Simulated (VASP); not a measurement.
Wanted: the native input for a VASP 6.6.1 run.

- Task: single point
- Functional: LDA
- Potentials or basis: VASP PAW LDA potentials, release 64 (C, H)
- Cutoff: 520 eV
- k mesh: 6 × 4 × 1
- Occupations: gaussian, width 0.05 eV
- Spin: no spin polarisation
- Dipole correction: yes
- Further INCAR settings: LREAL = Auto; ALGO = Normal; EDIFF = 1e-06; NBANDS = 68

The structure of HC12 lies in POSCAR:

```
HC12
1.0
    4.8892663280      0.0000000000      0.0000000000
   -2.4446331640      6.7739291692      0.0000000000
    0.0000000000      0.0000000000     22.7684096771
C H
24 2
Direct
    0.4020794403      0.3041588806      0.1756820110
    0.4020794403      0.8041588805      0.1756820110
    0.9020794403      0.3041588806      0.1756820110
    0.9020794403      0.8041588805      0.1756820110
    0.1630408159      0.3260816317      0.2059829668
    0.1630408159      0.8260816317      0.2059829668
    0.6630408159      0.3260816317      0.2059829668
    0.6630408159      0.8260816317      0.2059829668
    0.1846395683      0.3692791367      0.2666259491
    0.1846395683      0.8692791367      0.2666259491
    0.6846395683      0.3692791367      0.2666259491
    0.6846395683      0.8692791367      0.2666259491
    0.4461625696      0.3923265051      0.2960492075
    0.4461625696      0.8923265051      0.2960492075
    0.9461625696      0.3923265051      0.2960492075
    0.9461625696      0.8923265051      0.2960492075
    0.4715644646      0.4431294558      0.3591099590
    0.4715644646      0.9431294558      0.3591099590
    0.9715644646      0.4431294558      0.3591099590
    0.9715644646      0.9431294558      0.3591099590
    0.2327030006      0.4654044969      0.3851129614
    0.2327030006      0.9654044969      0.3851129614
    0.7327030006      0.4654044969      0.3851129614
    0.7327030006      0.9654044969      0.3851129614
    0.2327030006      0.9202753343      0.4610954312
    0.2327030006      1.0105336595      0.4610954312
```

One way to write it, as run:

INCAR

```
PREC = Accurate
ENCUT = 520
EDIFF = 1E-6
ISMEAR = 0
SIGMA = 0.05
LREAL = Auto
LASPH = True
NELM = 100
ALGO = Normal
ISIF = 2
LWAVE = False
LCHARG = False
LDIPOL = True
IDIPOL = 3
DIPOL = 0.5 0.5 0.295
NBANDS = 68
```

KPOINTS

```
Automatic mesh
0
Gamma
  6 4 1
```

Potentials or basis: VASP PAW LDA potentials, release 64 (C, H).

Run with:

```bash
$ cat potpaw_LDA.64/C/POTCAR potpaw_LDA.64/H/POTCAR > POTCAR
$ mpirun -np 1 vasp_std > vasp.out
```

Results of the run:

```json
{"Largest force": "6.923 eV/Å", "Band gap on the k mesh": "zero (band 49 reaches -3.27 eV, above the bottom of band 50 at -3.28 eV)"}
```

Run time: 23 min on 1 thread of Intel(R) Xeon(R) 6975P-C (Granite Rapids) (shared host), peak memory 0.8 GiB.
